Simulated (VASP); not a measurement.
A run of VASP 6.6.1:

Contents of INCAR:

```
PREC = Accurate
ENCUT = 520
EDIFF = 1E-6
ISMEAR = -1
SIGMA = 0.05
LREAL = False
LASPH = True
NELM = 60
ALGO = Normal
ISIF = 2
LWAVE = False
LCHARG = False
GGA = PE
NBANDS = 14
```

The input KPOINTS:

```
regular mesh
0
Gamma
  18 18 10
```

POSCAR

```
F
1.0
    2.5228476722      0.0000000000      0.0000000000
   -1.2614238361      2.1848501740      0.0000000000
    0.0000000000      0.0000000000      2.8874494734
F
2
Direct
    0.3333333333      0.6666666667      0.2500000000
    0.6666666667      0.3333333333      0.7500000000
```

Potentials or basis: VASP PAW PBE potentials, release 64 (F).

The run is started by

```bash
$ cat potpaw_PBE.64/F/POTCAR > POTCAR
$ mpirun -np 1 vasp_std > vasp.out
```

Hardware: 1 thread of Intel(R) Xeon(R) 6975P-C (Granite Rapids), on a shared host.

Estimate the wall time of this run.

Run time: 16 s on 1 thread of Intel(R) Xeon(R) 6975P-C (Granite Rapids), on a shared host, peak memory 0.14 GiB. Counts: scf iterations 13, k points 222.
